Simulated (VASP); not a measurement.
# K (Im-3m) in VASP: density of states with PBEsol

Aim: the density of states of K with PBEsol.

All numbers are computed with VASP 6.6.1; they aren't measurements. Logs are shortened: lines on timing, memory, paths and dates and some standing lists are left out, and cuts for length are marked.

## (1) The cell of the first run

The structure is cubic, space group Im-3m (No. 229). Conventional cell: a = 5.230 Å, b = 5.230 Å, c = 5.230 Å, α = 90.00°, β = 90.00°, γ = 90.00°.

## (2) Density of states, PBEsol

The input, POSCAR:

```
K
1.0
   -2.6150000000      2.6150000000      2.6150000000
    2.6150000000     -2.6150000000      2.6150000000
    2.6150000000      2.6150000000     -2.6150000000
K
1
Direct
    0.0000000000      0.0000000000      0.0000000000
```

The input, INCAR.step1:

```
SYSTEM = K
ALGO = Normal
EDIFF = 1E-7
ENCUT = 520
GGA = PS
ISIF = 2
ISMEAR = 0
LASPH = .TRUE.
LCHARG = .TRUE.
LREAL = .FALSE.
LWAVE = .FALSE.
NBANDS = 10
NELM = 80
PREC = Accurate
SIGMA = 0.05
```

The input, KPOINTS.step1:

```
k-points
0
G
  12 12 12
  0 0 0
```

The input, INCAR.step2:

```
SYSTEM = K
ALGO = Normal
EDIFF = 1E-7
ENCUT = 520
GGA = PS
ICHARG = 11
ISIF = 2
ISMEAR = -5
LASPH = .TRUE.
LCHARG = .FALSE.
LORBIT = 11
LREAL = .FALSE.
LWAVE = .FALSE.
NBANDS = 10
NEDOS = 1001
NELM = 80
PREC = Accurate
SIGMA = 0.05
```

The input, KPOINTS.step2:

```
k-points
0
G
  18 18 18
  0 0 0
```

Potentials or basis: VASP PAW PBE potentials, release 64 (K_sv).

On the command line:

```console
> cat potpaw_PBE.64/K_sv/POTCAR > POTCAR
> cp INCAR.step1 INCAR
> cp KPOINTS.step1 KPOINTS
> mpirun -np 1 vasp_std > vasp.out
> cp INCAR.step2 INCAR
> cp KPOINTS.step2 KPOINTS
> mpirun -np 1 vasp_std > vasp.out
```

OUTCAR:

```text
SYSTEM = K
   EDIFF = 1E-7
   ENCUT = 520
   GGA = PS
   ICHARG = 11
   ISIF = 2
   ISMEAR = -5
   LASPH = .TRUE.
   LORBIT = 11
   LREAL = .FALSE.
   NELM = 80
   PREC = Accurate

 ion  position               nearest neighbor table
   1  0.000  0.000  0.000-

  LATTYP: Found a body centered cubic cell.
 ALAT       =     5.2300000000

  Lattice vectors:

 A1 = (  -2.6150000000,   2.6150000000,   2.6150000000)
 A2 = (   2.6150000000,  -2.6150000000,   2.6150000000)
 A3 = (   2.6150000000,   2.6150000000,  -2.6150000000)

Analysis of symmetry for initial positions (statically):
=====================================================================
 Subroutine PRICEL returns:
 Original cell was already a primitive cell.

 Routine SETGRP: Setting up the symmetry group for a
 body centered cubic supercell.

 Subroutine GETGRP returns: Found 48 space group operations
 (whereof 48 operations were pure point group operations)
 out of a pool of 48 trial point group operations.

The static configuration has the point symmetry O_h .

Analysis of symmetry for dynamics (positions and initial velocities):
=====================================================================
 Subroutine PRICEL returns:
 Original cell was already a primitive cell.

 Routine SETGRP: Setting up the symmetry group for a
 body centered cubic supercell.

 Subroutine GETGRP returns: Found 48 space group operations
 (whereof 48 operations were pure point group operations)
 out of a pool of 48 trial point group operations.

The dynamic configuration has the point symmetry O_h .

 Subroutine INISYM returns: Found 48 space group operations
 (whereof 48 operations are pure point group operations),
 and found     1 'primitive' translations

----------------------------------------------------------------------------------------

                                     Primitive cell

  volume of cell :      71.5278

  direct lattice vectors                    reciprocal lattice vectors
    -2.615000000  2.615000000  2.615000000     0.000000000  0.191204589  0.191204589
     2.615000000 -2.615000000  2.615000000     0.191204589  0.000000000  0.191204589
     2.615000000  2.615000000 -2.615000000     0.191204589  0.191204589  0.000000000

  length of vectors
     4.529312862  4.529312862  4.529312862     0.270404123  0.270404123  0.270404123

  position of ions in fractional coordinates (direct lattice)
     0.000000000  0.000000000  0.000000000

  ion indices of the primitive-cell ions
   primitive index   ion index
                 1           1

----------------------------------------------------------------------------------------

 KPOINTS: k-points

Automatic generation of k-mesh.
 Grid dimensions read from file:
 generate k-points for:   18   18   18

 Generating k-lattice:

  Cartesian coordinates                     Fractional coordinates (reciprocal lattice)
     0.000000000  0.010622477  0.010622477     0.055555556  0.000000000  0.000000000
     0.010622477  0.000000000  0.010622477     0.000000000  0.055555556  0.000000000
     0.010622477  0.010622477  0.000000000     0.000000000  0.000000000  0.055555556

  Length of vectors
     0.015022451  0.015022451  0.015022451

  Shift w.r.t. Gamma in fractional coordinates (k-lattice)
     0.000000000  0.000000000  0.000000000

 TETIRR: Found   6794 inequivalent tetrahedra from    34992

 Subroutine IBZKPT returns following result:
 ===========================================

 Found    195 irreducible k-points:

 Following reciprocal coordinates:
            Coordinates               Weight
  0.000000  0.000000  0.000000      1.000000
  0.055556  0.000000  0.000000     12.000000
  0.111111  0.000000  0.000000     12.000000
  0.166667  0.000000  0.000000     12.000000
  0.222222  0.000000  0.000000     12.000000
  0.277778  0.000000  0.000000     12.000000
[... 16 lines left out ...]
  0.333333  0.111111  0.000000     48.000000
  0.388889  0.111111 -0.000000     48.000000
 [... further k-points ...]
   k-points           NKPTS =    195   k-points in BZ     NKDIM =    195   number of bands    NBANDS=     10
   number of dos      NEDOS =   1001   number of ions     NIONS =      1
   total plane-waves  NPLWV =  46656
   dimension x,y,z NGX =    36 NGY =   36 NGZ =   36
   dimension x,y,z NGXF=    72 NGYF=   72 NGZF=   72
   ions per type =               1
   NGX,Y,Z   is equivalent  to a cutoff of  13.21, 13.21, 13.21 a.u.
   NGXF,Y,Z  is equivalent  to a cutoff of  26.43, 26.43, 26.43 a.u.
 SYSTEM =  K
   PREC   = accura    normal or accurate (medium, high low for compatibility)
   ISTART =      0    job   : 0-new  1-cont  2-samecut
   ICHARG =     11    charge: 1-file 2-atom 10-const
   ISPIN  =      1    spin polarized calculation?
   LNONCOLLINEAR =      F non collinear calculations
   LSORBIT =      F    spin-orbit coupling
   LASPH  =      T    aspherical Exc in radial PAW
   ENCUT  =  520.0 eV  38.22 Ry    6.18 a.u.   8.42  8.42  8.42*2*pi/ulx,y,z
   NELM   =     80;   NELMIN=  2; NELMDL=  0     # of ELM steps
   EDIFF  = 0.1E-06   stopping-criterion for ELM
   LREAL  =      F    real-space projection
   EDIFFG = 0.1E-05   stopping-criterion for IOM
   NSW    =      0    number of steps for IOM
   IBRION =     -1    ionic relax: 0-MD 1-quasi-New 2-CG
   NFREE  =      0    steps in history (QN), initial steepest desc. (CG)
   ISIF   =      2    stress and relaxation
   ISYM   =      2    0-nonsym 1-usesym 2-fastsym
   POTIM  = 0.5000    time-step for ionic-motion
   TEBEG  =    0.0;   TEEND  =   0.0 temperature during run
   PSTRESS=    0.0 pullay stress
   NELECT =       9.0000    total number of electrons
   NUPDOWN=      -1.0000    fix difference up-down
   EMIN   =  10.00;   EMAX   =-10.00  energy-range for DOS
   EFERMI =   0.00;   METHOD = LEGACY
   ISMEAR =    -5;   SIGMA  =   0.05  broadening in eV -4-tet -1-fermi 0-gaus
   EFERMI_NEDOS =   21; number of points for ismear=-14 and -15
   IALGO  =     38    algorithm
   IMIX   =      4    mixing-type and parameters
     AMIX     =   0.40;   BMIX     =  1.00
     AMIX_MAG =   1.60;   BMIX_MAG =  1.00
  volume/ion in A,a.u.               =      71.53       482.69
  Fermi-wavevector in a.u.,A,eV,Ry     =   0.820346  1.550230  9.156290  0.672968
  Thomas-Fermi vector in A             =   1.931312
   LORBIT       =     11    0 simple, 1 ext, 2 COOP (PROOUT), +10 PAW based schemes
   GGA     = PS    functional components
   LHFCALC =     F    Hartree Fock is set to
   AEXX    =    0.0000 exact exchange contribution
   IVDW    =     0    specifies the selected vdW correction
   LEPSILON=     F    determine dielectric tensor
   LRPA    =     F    only Hartree local field effects (RPA)
 non-spin polarized calculation
 Fermi weights with tetrahedron method with Bloechl corrections
  energy-cutoff  :      520.00
  volume of cell :       71.53
 maximum number of plane-waves:      1961
 NGX is ok and might be reduce to    36

 number of electron       9.0000000 magnetization

 Free energy of the ion-electron system (eV)
  ---------------------------------------------------
  ext. energy  EPLUGINS =         0.00000000
  ---------------------------------------------------
  free energy    TOTEN  =        -1.13326509 eV

  energy without entropy =       -1.13326509  energy(sigma->0) =       -1.13326509

 E-fermi :  -0.0873     XC(G=0):  -5.7662

 val. band max:       -0.1343802807   @ k =   0.2778   0.2222   0.0000
 cond. band min:      -0.0795590606   @ k =  -0.3333   0.3889   0.2222
 fundamental gap:      0.0548212202
 Fermi energy:        -0.0872970622

 k-point     1 :       0.0000    0.0000    0.0000
  band No.  band energies     occupation
      1     -32.0829      2.00000
      2     -15.5907      2.00000
      3     -15.5907      2.00000
      4     -15.5907      2.00000
      5      -2.3054      2.00000
      6       4.2159      0.00000
      7       4.2159      0.00000
      8       4.2159      0.00000
      9       5.1539      0.00000
     10       5.1539      0.00000

 k-point     2 :       0.0556    0.0000    0.0000
  band No.  band energies     occupation
      1     -32.0828      2.00000
      2     -15.5930      2.00000
      3     -15.5915      2.00000
      4     -15.5907      2.00000
      5      -2.2660      2.00000
      6       4.1624      0.00000
      7       4.1635      0.00000
      8       4.2476      0.00000
      9       5.0664      0.00000
     10       5.1427      0.00000

 k-point     3 :       0.1111    0.0000    0.0000
  band No.  band energies     occupation
      1     -32.0824      2.00000
      2     -15.5997      2.00000
      3     -15.5937      2.00000
      4     -15.5907      2.00000
      5      -2.1486      2.00000
      6       3.9593      0.00000
      7       4.0206      0.00000
      8       4.3425      0.00000
      9       4.9343      0.00000
     10       5.1168      0.00000

 k-point     4 :       0.1667    0.0000    0.0000
  band No.  band energies     occupation
      1     -32.0817      2.00000
      2     -15.6099      2.00000
      3     -15.5971      2.00000
      4     -15.5907      2.00000
      5      -1.9557      2.00000
      6       3.5791      0.00000
      7       3.8301      0.00000
      8       4.4991      0.00000
      9       4.9018      0.00000
     10       5.0945      0.00000

 k-point     5 :       0.2222    0.0000    0.0000
  band No.  band energies     occupation
      1     -32.0809      2.00000
      2     -15.6224      2.00000
      3     -15.6012      2.00000
      4     -15.5907      2.00000
      5      -1.6913      2.00000
      6       3.1017      0.00000
      7       3.6278      0.00000
      8       4.7156      0.00000
      9       4.9424      0.00000
     10       5.0948      0.00000

 k-point     6 :       0.2778    0.0000    0.0000
  band No.  band energies     occupation
      1     -32.0801      2.00000
      2     -15.6355      2.00000
      3     -15.6056      2.00000
      4     -15.5906      2.00000
      5      -1.3611      2.00000
      6       2.5887      0.00000
      7       3.4396      0.00000
      8       4.9890      0.00000
      9       4.9917      0.00000
     10       5.1320      0.00000
[... 183 lines left out ...]
 k-point    21 :       0.2222    0.1111    0.0000
  band No.  band energies     occupation
      1     -32.0799      2.00000
      2     -15.6374      2.00000
      3     -15.6060      2.00000
      4     -15.5937      2.00000
      5      -1.2521      2.00000
      6       2.5945      0.00000
      7       3.2183      0.00000
      8       4.7900      0.00000
      9       4.9687      0.00000
     10       5.4380      0.00000

 k-point    22 :       0.2778    0.1111   -0.0000
  band No.  band energies     occupation
      1     -32.0791      2.00000
      2     -15.6478      2.00000
      3     -15.6110      2.00000
      4     -15.5938      2.00000
      5      -0.8663      2.00002
      6       2.1001      0.00000
      7       3.0617      0.00000
      8       4.7896      0.00000
      9       5.1930      0.00000
     10       5.5138      0.00000

 k-point    23 :       0.3333    0.1111    0.0000
  band No.  band energies     occupation
      1     -32.0785      2.00000
      2     -15.6561      2.00000
      3     -15.6151      2.00000
      4     -15.5939      2.00000
      5      -0.4314      2.08566
      6       1.5914      0.00000
      7       2.9462      0.00000
      8       4.7251      0.00000
      9       5.3850      0.00000
     10       5.6545      0.00000

 k-point    24 :       0.3889    0.1111   -0.0000
  band No.  band energies     occupation
      1     -32.0781      2.00000
      2     -15.6615      2.00000
      3     -15.6178      2.00000
      4     -15.5939      2.00000
      5       0.0399      0.28057
      6       1.0775      0.00000
      7       2.8753      0.00000
      8       4.6396      0.00000
      9       5.5498      0.00000
     10       5.8152      0.00000

 [... further k-points ...]

------------------------ aborting loop because EDIFF is reached ----------------------------------------

  FORCE on cell =-STRESS in cart. coord.  units (eV):
  Direction    XX          YY          ZZ          XY          YZ          ZX
  --------------------------------------------------------------------------------------
  -------------------------------------------------------------------------------------
  Total       -0.0200882     -0.0200882     -0.0200882      0.0000000      0.0000000     -0.0000000
  in kB       -0.4499627     -0.4499627     -0.4499627      0.0000000      0.0000000     -0.0000000
  external PRESSURE =      -0.4499627 kB  Pullay stress =       0.0000000 kB

 VOLUME and BASIS-vectors are now :
 -----------------------------------------------------------------------------
  energy-cutoff  :      520.00
  volume of cell :       71.53
      direct lattice vectors                 reciprocal lattice vectors
    -2.615000000  2.615000000  2.615000000     0.000000000  0.191204589  0.191204589
     2.615000000 -2.615000000  2.615000000     0.191204589  0.000000000  0.191204589
     2.615000000  2.615000000 -2.615000000     0.191204589  0.191204589  0.000000000

 POSITION                                       TOTAL-FORCE (eV/Angst)
 -----------------------------------------------------------------------------------
      0.00000      0.00000      0.00000         0.000000      0.000000     -0.000000
 -----------------------------------------------------------------------------------
    total drift:                               -0.000000      0.000000      0.000000

  FREE ENERGIE OF THE ION-ELECTRON SYSTEM (eV)
  ---------------------------------------------------
  free  energy   TOTEN  =        -1.1332650868 eV

  energy  without entropy=       -1.1332650868  energy(sigma->0) =       -1.13326509

 total charge

# of ion       s       p       d       tot
------------------------------------------
    1        1.980   5.546   0.005   7.531
```

Run time: 49 s. Hardware: 1 thread of Intel Xeon 6975P-C (Granite Rapids), shared host; peak memory 0.27 GiB.

Results:

| Property | Result |
| --- | --- |
| Valence electrons inside the program's atomic spheres | K 7.53 |

Levels at points of the mesh, in eV from the Fermi level:
| k point | band 2 | band 3 | band 4 | band 5 | band 6 | band 7 |
| --- | --- | --- | --- | --- | --- | --- |
| (0.00, 0.00, 0.00) | -15.50 | -15.50 | -15.50 | -2.22 | 4.30 | 4.30 |
| (0.50, 0.00, 0.00) | -15.58 | -15.53 | -15.50 | 0.42 | 0.68 | 3.15 |
| (0.50, 0.50, 0.50) | -15.56 | -15.56 | -15.56 | 1.64 | 1.64 | 3.52 |

Caveat: the PAW data sets were made with another functional, which shifts forces and pressure a little; tetrahedron occupations give inexact forces and stress in metals.
